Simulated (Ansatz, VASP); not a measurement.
**BeS: VASP beside Ansatz**

Contents of POSCAR:

```
BeS
1.0
    0.0000000000      2.3172971951      2.3172971951
    2.3172971951      0.0000000000      2.3172971951
    2.3172971951      2.3172971951      0.0000000000
Be S
1 1
Direct
    0.0000000000      0.0000000000      0.0000000000
    0.5000000000      0.5000000000      0.5000000000
```

The input INCAR.step1:

```
PREC = Accurate
ENCUT = 520
ISMEAR = 0
SIGMA = 0.01
LREAL = False
LASPH = True
NELM = 80
NBANDS = 11
GGA = PE
ALGO = Normal
EDIFF = 1E-4
LWAVE = True
LCHARG = False
```

INCAR.step2

```
PREC = Accurate
ENCUT = 520
EDIFF = 1E-7
ISMEAR = 0
SIGMA = 0.01
LREAL = False
LASPH = True
NELM = 80
ALGO = Normal
ISIF = 2
LWAVE = False
LCHARG = True
METAGGA = R2SCAN
LMIXTAU = True
LELF = True
LVHAR = True
NBANDS = 11
ISTART = 1
```

Contents of KPOINTS:

```
regular mesh
0
Gamma
  6 6 6
```

Input for Ansatz:

```yaml
crystal:
  lattice:
    - [0.0, 2.3172971951, 2.3172971951]
    - [2.3172971951, 0.0, 2.3172971951]
    - [2.3172971951, 2.3172971951, 0.0]
  atoms:
    - { symbol: Be, position: [0.0, 0.0, 0.0] }
    - { symbol: S, position: [0.5, 0.5, 0.5] }
kpoints:
  mp_grid: { grid: [6, 6, 6] }
hamiltonian:
  xc: r2scan
scf:
  occupations: { method: fixed }
output:
  optics:
    e_range: [0.5, 10]
    de: 0.05
    sigma: 0.15
    scissors: 2.5
    scheme: fermi_dirac
    bands: { spectra_wanted_up_to: 10 }
  write_density: true
  write_potential: true
  elf: true
  volumetric_format: npy
```

Alike in both runs: task single point; functional r2SCAN; k mesh 6 × 6 × 6; no spin polarisation.

|  | VASP | Ansatz |
| --- | --- | --- |
| version | VASP 6.6.1 | Ansatz 0.2.0 |
| potentials or method | VASP PAW PBE potentials, release 64 (Be, S) | plane waves, PAW |
| plane-wave cutoff (eV) | 520 | 500 |
| occupations | gaussian, width 0.01 eV | fixed |
| valence electrons in the cell | 8 | 8 |

```tsv
	VASP	Ansatz	Ansatz less VASP
gap on the k mesh at the Fermi level (eV)	1.35	1.35	+0.003
```

VASP's potentials were made for PBE, not for r2SCAN.
